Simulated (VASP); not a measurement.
# Hf3Si2W (I4/mmm) in VASP: a series of runs, part 2 of 2

VASP 6.6.1.

### Step 4. Relaxation of cell and atoms, PBE

Input file INCAR:

```
SYSTEM = Hf3Si2W
ALGO = Fast ; EDIFF = 1E-6
EDIFFG = -0.04 ; ENCUT = 600
GGA = PE ; IBRION = 2
ISIF = 3 ; ISMEAR = 0
LASPH = .True. ; LCHARG = .False.
LREAL = .False. ; LWAVE = .False.
NELM = 100 ; NSW = 90
PREC = Accurate ; SIGMA = 0.1
```

Input file KPOINTS:

```
k-points
0
Gamma
  6 6 6
  0 0 0
```

Input file POSCAR:

```
Hf3Si2W
1.0
   -2.7069702900      2.7069702900      2.3137083000
    2.7069702900     -2.7069702900      2.3137083000
    2.7069702900      2.7069702900     -2.3137083000
Hf Si W
3 2 1
Direct
    0.5000000000      0.0000000000      0.5000000000
    0.0000000000      0.5000000000      0.5000000000
    0.5000000000      0.5000000000      0.0000000000
    0.7500000000      0.2500000000      0.5000000000
    0.2500000000      0.7500000000      0.5000000000
    0.0000000000      0.0000000000      0.0000000000
```

Potentials or basis: VASP PAW PBE potentials, release 64 (Hf_pv, Si, W_sv).

Run with:

```sh
> cat potpaw_PBE.64/Hf_pv/POTCAR potpaw_PBE.64/Si/POTCAR potpaw_PBE.64/W_sv/POTCAR > POTCAR
> mpirun -np 1 vasp_std > vasp.out
```

OUTCAR:

```text
SYSTEM = Hf3Si2W
   EDIFF = 1E-6
   EDIFFG = -0.04
   ENCUT = 600
   GGA = PE
   IBRION = 2
   ISIF = 3
   ISMEAR = 0
   LASPH = .True.
   LREAL = .False.
   NELM = 100
   NSW = 90
   PREC = Accurate

 ion  position               nearest neighbor table
   1  0.500  0.000  0.500-   4 1.16   5 1.16   2 2.31   2 2.31   6 2.71   3 2.71   6 2.71   3 2.71
                             5 3.47   4 3.47   3 3.56   6 3.56   6 3.56   3 3.56   3 3.56   6 3.56
   2  0.000  0.500  0.500-   4 1.16   5 1.16   1 2.31   1 2.31   6 2.71   6 2.71   3 2.71   3 2.71
                             4 3.47   5 3.47   6 3.56   3 3.56   3 3.56   6 3.56   3 3.56   6 3.56
   3  0.500  0.500  0.000-   6 2.31   6 2.31   1 2.71   1 2.71   2 2.71   2 2.71   5 2.94   4 2.94
                             5 2.94   4 2.94   5 2.94   4 2.94   4 2.94   5 2.94   1 3.56   2 3.56
   4  0.750  0.250  0.500-   1 1.16   2 1.16   5 2.31   5 2.31   3 2.94   3 2.94   6 2.94   3 2.94
                             6 2.94   3 2.94   6 2.94   6 2.94   2 3.47   1 3.47
   5  0.250  0.750  0.500-   1 1.16   2 1.16   4 2.31   4 2.31   3 2.94   6 2.94   6 2.94   3 2.94
                             6 2.94   6 2.94   3 2.94   3 2.94   1 3.47   2 3.47
   6  0.000  0.000  0.000-   3 2.31   3 2.31   1 2.71   2 2.71   1 2.71   2 2.71   5 2.94   4 2.94
                             5 2.94   5 2.94   4 2.94   4 2.94   5 2.94   4 2.94   1 3.56   2 3.56

 -----------------------------------------------------------------------------
|                                                                             |
|           W    W    AA    RRRRR   N    N  II  N    N   GGGG   !!!           |
|           W    W   A  A   R    R  NN   N  II  NN   N  G    G  !!!           |
|           W    W  A    A  R    R  N N  N  II  N N  N  G       !!!           |
|           W WW W  AAAAAA  RRRRR   N  N N  II  N  N N  G  GGG   !            |
[... 1939 lines left out ...]
  --------------------------------------------------------------------------------------
  -------------------------------------------------------------------------------------
  Total      274.9161024    274.9161024   -298.7177061      0.0000000     -0.0000000      0.0000000
  in kB     2054.5054206   2054.5054206  -2232.3797737      0.0000000     -0.0000000      0.0000000
  external PRESSURE =     625.5436891 kB  Pullay stress =       0.0000000 kB
[... 1672 lines left out ...]
     30       5.2766      0.00000
     31       5.8643      0.00000

 [... further k-points ...]

[... ionic steps 4 to 11 ...]

--------------------------------------- Ionic step       12  -------------------------------------------

 number of electron      51.9999991 magnetization

------------------------ aborting loop because EDIFF is reached ----------------------------------------
[... 75 lines left out ...]
--------------------------------------- Ionic step       14  -------------------------------------------

 number of electron      51.9999992 magnetization

 Free energy of the ion-electron system (eV)
  ---------------------------------------------------
  ext. energy  EPLUGINS =         0.00000000
  ---------------------------------------------------
  free energy    TOTEN  =       -43.99785307 eV

  energy without entropy =      -43.97510242  energy(sigma->0) =      -43.98647774

 E-fermi :   4.2383     XC(G=0): -10.1910

 val. band max:        4.2303304873   @ k =  -0.3333  -0.3333   0.3333
 cond. band min:       4.2565630603   @ k =   0.3333   0.3333   0.1667
 fundamental gap:      0.0262325730
 Fermi energy:         4.2382584423
[... 849 lines left out ...]
  FREE ENERGIE OF THE ION-ELECTRON SYSTEM (eV)
  ---------------------------------------------------
  free  energy   TOTEN  =       -43.9978530717 eV

  energy  without entropy=      -43.9751024167  energy(sigma->0) =      -43.98647774

 reached required accuracy - stopping structural energy minimisation
```

OSZICAR:

```text
N       E                     dE             d eps       ncg     rms          rms(c)
DAV:   1     0.608252050066E+03    0.60825E+03   -0.32745E+04  1860   0.198E+03
DAV:   2     0.114272709575E+03   -0.49398E+03   -0.48147E+03  2151   0.535E+02
DAV:   3     0.776799466582E+02   -0.36593E+02   -0.36127E+02  2436   0.113E+02
DAV:   4     0.767485454501E+02   -0.93140E+00   -0.92603E+00  2347   0.173E+01
[... 641 lines left out ...]
RMM:   9    -0.439962693687E+02   -0.55016E-05   -0.15662E-04  2418   0.565E-02    0.167E-02
RMM:  10    -0.439962741775E+02   -0.48088E-05   -0.53047E-05  2121   0.264E-02    0.467E-03
RMM:  11    -0.439962752186E+02   -0.10411E-05   -0.14079E-05  1544   0.120E-02    0.664E-03
RMM:  12    -0.439962757128E+02   -0.49414E-06   -0.53377E-06  1244   0.631E-03
  11 F= -.43996276E+02 E0= -.43984843E+02  d E =-.185812E-01
       N       E
```

It took 31 min on 1 thread of Intel Xeon 6975P-C (Granite Rapids), shared host; peak memory 0.27 GiB.

What came out:

```yaml
Free_energy: -43.9979 eV
Relaxed_volume: 23.95 Å³/atom
Relaxed_cell: a = 6.211 Å, b = 6.211 Å, c = 6.211 Å, α = 128.24°, β = 128.24°, γ = 76.24°
Space_group_after_relaxing_to_0.1_Å: I4/mmm (No. 139)
Pressure_after_relaxing: 0.0 GPa
Band_gap_on_the_k_mesh: zero (bands 26 and 27 overlap by 1.56 eV)
```

Final structure:
```
Hf Si W
1.0
    -2.71120    2.71120    4.88641
     2.71120   -2.71120    4.88641
     2.71120    2.71120   -4.88641
Hf Si W
3 2 1
Direct
  0.50000 0.00000 0.50000
  0.00000 0.50000 0.50000
  0.50000 0.50000 0.00000
  0.75000 0.25000 0.50000
  0.25000 0.75000 0.50000
  0.00000 0.00000 0.00000
```

Levels at points of the mesh, in eV from the Fermi level:
```csv
k point,band 22,band 23,band 24,band 25,band 26,band 27,band 28,band 29,band 30,band 31
"(0.00, 0.00, 0.00)",-1.79,-1.04,-0.62,-0.23,-0.23,0.25,1.63,1.63,1.73,1.85
"(0.50, 0.00, 0.00)",-1.68,-1.27,-1.17,-0.75,-0.12,0.55,0.56,0.82,1.22,1.45
"(0.50, 0.50, 0.00)",-0.51,-0.32,-0.06,0.05,0.25,0.44,0.74,0.99,1.36,1.86
"(0.50, 0.50, 0.50)",-1.89,-1.50,-1.50,-1.37,-1.08,-1.08,-0.12,1.36,2.01,2.33
```

Caveat: the volume moved by over 15 % at a fixed basis, so the end points are rough; spin-orbit coupling is left out, which moves the levels of the heavy elements.

### Step 5. Single point, PBE

This run uses another cell than the first one, of 25.15 Å³/atom.

Input file INCAR:

```
SYSTEM = Hf3Si2W
  ALGO = Fast
  EDIFF = 1E-6
  ENCUT = 520
  GGA = PE
  ISIF = 2
  ISMEAR = 0
  LASPH = .True.
  LCHARG = .False.
  LREAL = .False.
  LWAVE = .False.
  NBANDS = 35
  NELM = 100
  PREC = Accurate
  SIGMA = 0.1
```

Input file KPOINTS:

```
k-points
0
Gamma
  10 10 10
  0 0 0
```

POSCAR, as its differences from that of step 4:

```diff
@@ -2,5 +2,5 @@
 1.0
-   -2.7069702900      2.7069702900      2.3137083000
-    2.7069702900     -2.7069702900      2.3137083000
-    2.7069702900      2.7069702900     -2.3137083000
+   -2.7157584758      2.7157584758      5.1155278799
+    2.7157584758     -2.7157584758      5.1155278799
+    2.7157584758      2.7157584758     -5.1155278799
 Hf Si W
```

Potentials or basis: VASP PAW PBE potentials, release 64 (Hf_pv, Si, W_sv).

Run with:

```sh
> cat potpaw_PBE.64/Hf_pv/POTCAR potpaw_PBE.64/Si/POTCAR potpaw_PBE.64/W_sv/POTCAR > POTCAR
> mpirun -np 1 vasp_std > vasp.out
```

OUTCAR:

```text
SYSTEM = Hf3Si2W
   EDIFF = 1E-6
   ENCUT = 520
   GGA = PE
   ISIF = 2
   ISMEAR = 0
   LASPH = .True.
   LREAL = .False.
   NELM = 100
   PREC = Accurate

 ion  position               nearest neighbor table
   1  0.500  0.000  0.500-   4 2.56   5 2.56   3 2.72   6 2.72   3 2.72   6 2.72   2 3.84   2 3.84
                             2 3.84   2 3.84
   2  0.000  0.500  0.500-   4 2.56   5 2.56   3 2.72   6 2.72   6 2.72   3 2.72   1 3.84   1 3.84
                             1 3.84   1 3.84
   3  0.500  0.500  0.000-   1 2.72   2 2.72   1 2.72   2 2.72
   4  0.750  0.250  0.500-   1 2.56   2 2.56
   5  0.250  0.750  0.500-   1 2.56   2 2.56
   6  0.000  0.000  0.000-   1 2.72   2 2.72   2 2.72   1 2.72

  LATTYP: Found a body centered tetragonal cell.
 ALAT       =     5.4315169516
 C/A-ratio  =     1.8836461068

  Lattice vectors:

 A1 = (  -2.7157584758,   2.7157584758,   5.1155278799)
 A2 = (   2.7157584758,  -2.7157584758,   5.1155278799)
 A3 = (   2.7157584758,   2.7157584758,  -5.1155278799)

Analysis of symmetry for initial positions (statically):
=====================================================================
 Subroutine PRICEL returns:
 Original cell was already a primitive cell.

 Routine SETGRP: Setting up the symmetry group for a
 body centered tetragonal supercell.

 Subroutine GETGRP returns: Found 16 space group operations
 (whereof 16 operations were pure point group operations)
 out of a pool of 16 trial point group operations.

The static configuration has the point symmetry D_4h.

Analysis of symmetry for dynamics (positions and initial velocities):
=====================================================================
 Subroutine PRICEL returns:
 Original cell was already a primitive cell.

 Routine SETGRP: Setting up the symmetry group for a
 body centered tetragonal supercell.

 Subroutine GETGRP returns: Found 16 space group operations
[... 133 lines left out ...]
  Fermi-wavevector in a.u.,A,eV,Ry     =   1.147709  2.168855 17.922076  1.317235
  Thomas-Fermi vector in A             =   2.284387
   LORBIT       =      0    0 simple, 1 ext, 2 COOP (PROOUT), +10 PAW based schemes
   GGA     = PE    functional components
   LHFCALC =     F    Hartree Fock is set to
   AEXX    =    0.0000 exact exchange contribution
   IVDW    =     0    specifies the selected vdW correction
   LEPSILON=     F    determine dielectric tensor
   LRPA    =     F    only Hartree local field effects (RPA)
 non-spin polarized calculation
 RMM-DIIS sequential band-by-band and
 Gauss-broadening in eV      SIGMA  =   0.10
  energy-cutoff  :      520.00
  volume of cell :      150.92
 maximum number of plane-waves:      4098
   NGX = 23   NGY = 23   NGZ = 23

 number of electron      52.0000002 magnetization

 Free energy of the ion-electron system (eV)
  ---------------------------------------------------
  ext. energy  EPLUGINS =         0.00000000
  ---------------------------------------------------
  free energy    TOTEN  =       -45.15125773 eV

  energy without entropy =      -45.12644625  energy(sigma->0) =      -45.13885199

 E-fermi :   3.8507     XC(G=0):  -9.9772

 val. band max:        3.8500499582   @ k =   0.4000   0.1000   0.1000
 cond. band min:       3.8585518867   @ k =   0.2000   0.2000  -0.0000
 fundamental gap:      0.0085019285
 Fermi energy:         3.8507393032

 k-point     1 :       0.0000    0.0000    0.0000
  band No.  band energies     occupation
      1     -69.9964      2.00000
      2     -34.4387      2.00000
      3     -34.1093      2.00000
      4     -34.1093      2.00000
      5     -27.3180      2.00000
      6     -27.3180      2.00000
[... 901 lines left out ...]
     34       6.2599      0.00000
     35       6.9546      0.00000

 [... further k-points ...]

------------------------ aborting loop because EDIFF is reached ----------------------------------------

  FORCE on cell =-STRESS in cart. coord.  units (eV):
  Direction    XX          YY          ZZ          XY          YZ          ZX
  --------------------------------------------------------------------------------------
  -------------------------------------------------------------------------------------
  Total       -0.1885490     -0.1885490      0.3116922      0.0000000     -0.0000000      0.0000000
  in kB       -2.0017142     -2.0017142      3.3090535      0.0000000     -0.0000000      0.0000000
  external PRESSURE =      -0.2314583 kB  Pullay stress =       0.0000000 kB

 VOLUME and BASIS-vectors are now :
 -----------------------------------------------------------------------------
  energy-cutoff  :      520.00
  volume of cell :      150.92
      direct lattice vectors                 reciprocal lattice vectors
    -2.715758476  2.715758476  5.115527880     0.000000000  0.184110629  0.097741623
     2.715758476 -2.715758476  5.115527880     0.184110629  0.000000000  0.097741623
     2.715758476  2.715758476 -5.115527880     0.184110629  0.184110629  0.000000000

 POSITION                                       TOTAL-FORCE (eV/Angst)
 -----------------------------------------------------------------------------------
      0.00000      2.71576      0.00000        -0.000000     -0.000000      0.000000
      2.71576      0.00000      0.00000        -0.000000     -0.000000      0.000000
      0.00000      0.00000      5.11553        -0.000000     -0.000000      0.000000
     -0.00000      2.71576      2.55776         0.000000     -0.000000      0.000000
      2.71576     -0.00000      2.55776        -0.000000      0.000000     -0.000000
      0.00000      0.00000      0.00000        -0.000000     -0.000000      0.000000
 -----------------------------------------------------------------------------------
    total drift:                               -0.000000     -0.000000      0.000000

  FREE ENERGIE OF THE ION-ELECTRON SYSTEM (eV)
  ---------------------------------------------------
  free  energy   TOTEN  =       -45.1512577349 eV

  energy  without entropy=      -45.1264462520  energy(sigma->0) =      -45.13885199
```

OSZICAR:

```text
N       E                     dE             d eps       ncg     rms          rms(c)
DAV:   1     0.303157240671E+03    0.30316E+03   -0.26520E+04  7220   0.139E+03
DAV:   2    -0.282070923877E+02   -0.33136E+03   -0.31987E+03  8209   0.363E+02
DAV:   3    -0.470826688197E+02   -0.18876E+02   -0.18220E+02  9672   0.659E+01
DAV:   4    -0.476080924177E+02   -0.52542E+00   -0.51963E+00  8976   0.108E+01
DAV:   5    -0.476241690539E+02   -0.16077E-01   -0.16049E-01  9758   0.177E+00    0.801E+01
RMM:   6    -0.467315958825E+02    0.89257E+00   -0.11505E+01  9294   0.108E+01    0.401E+01
RMM:   7    -0.511032268066E+02   -0.43716E+01   -0.13133E+01 10336   0.119E+01    0.342E+01
RMM:   8    -0.454010745337E+02    0.57022E+01   -0.37778E+00  7982   0.769E+00    0.960E+00
RMM:   9    -0.451422426107E+02    0.25883E+00   -0.32465E+00  9828   0.498E+00    0.222E+00
RMM:  10    -0.451412280349E+02    0.10146E-02   -0.37262E-01 10249   0.205E+00    0.114E+00
RMM:  11    -0.451499330003E+02   -0.87050E-02   -0.95565E-02 10965   0.885E-01    0.537E-01
RMM:  12    -0.451512142355E+02   -0.12812E-02   -0.15149E-02 11216   0.360E-01    0.268E-01
RMM:  13    -0.451513089333E+02   -0.94698E-04   -0.21056E-03 10186   0.166E-01    0.108E-01
RMM:  14    -0.451512315742E+02    0.77359E-04   -0.88308E-04 10886   0.905E-02    0.372E-02
RMM:  15    -0.451512548423E+02   -0.23268E-04   -0.19158E-04 11186   0.420E-02    0.218E-02
RMM:  16    -0.451512560130E+02   -0.11708E-05   -0.67323E-05  9502   0.187E-02    0.158E-02
RMM:  17    -0.451512581886E+02   -0.21756E-05   -0.14954E-05  8426   0.114E-02    0.874E-03
RMM:  18    -0.451512577349E+02    0.45367E-06   -0.71080E-06  7524   0.652E-03
   1 F= -.45151258E+02 E0= -.45138852E+02  d E =-.248115E-01
```

It took 7.9 min on 1 thread of Intel Xeon 6975P-C (Granite Rapids), shared host; peak memory 0.67 GiB.

Results:

```
Free energy            : -45.1513 eV
Pressure               : 0.0 GPa
Band gap on the k mesh : zero (bands 26 and 27 overlap by 1.36 eV)
```

Stress tensor (GPa, compression positive):
```
-0.20  0.00  0.00
 0.00 -0.20  0.00
 0.00  0.00  0.33
```

Levels at points of the mesh, in eV from the Fermi level:
```tsv
k point	band 22	band 23	band 24	band 25	band 26	band 27	band 28	band 29	band 30	band 31
(0.00, 0.00, 0.00)	-1.78	-1.02	-0.94	-0.14	-0.14	0.31	1.71	1.75	1.75	1.81
(0.50, 0.00, 0.00)	-1.60	-1.25	-1.10	-0.75	-0.10	0.52	0.59	0.80	1.21	1.36
(0.50, 0.50, 0.00)	-0.53	-0.26	-0.04	0.14	0.22	0.64	0.77	1.00	1.46	1.84
(0.50, 0.50, 0.50)	-1.80	-1.35	-1.34	-1.34	-0.82	-0.82	-0.04	0.94	1.97	2.39
```

Caveat: spin-orbit coupling is left out, which moves the levels of the heavy elements.

### Step 6. Overview

```tsv
task	cell	k mesh	cutoff (eV)	gap on the mesh (eV)	pressure (GPa)
single point	a = 4.473 Å, angles 105.5, 105.5, 117.7°, 6 atoms	6 × 6 × 6	520	none	468.4
single point	a = 6.396 Å, angles 129.7, 129.7, 73.8°, 6 atoms	6 × 6 × 6	520	none	0.0
relaxation of cell and atoms	relaxed from a = 4.473 Å, angles 105.5, 105.5, 117.7°, 6 atoms	6 × 6 × 6	600	none	0.0
single point	a = 6.397 Å, angles 129.8, 129.8, 73.8°, 6 atoms	10 × 10 × 10	520	none	0.0
```

Alike in all rows: level PBE; potentials or basis VASP PAW PBE potentials, release 64 (Hf_pv, Si, W_sv); no spin polarisation; smearing gaussian 0.1 eV.

Caveats: spin-orbit coupling is left out, which moves the levels of the heavy elements; atoms lie so close that the PAW spheres overlap strongly, which falsifies energies and pressures (at least some runs); the stress differs along the axes, from 20 to 1366 GPa (at least some runs); the volume moved by over 15 % at a fixed basis, so the end points are rough (at least some runs).

Absolute energies hang on the potentials; compare differences alone.

The gap in the log of VASP goes by the Fermi energy; the results here count the filled bands.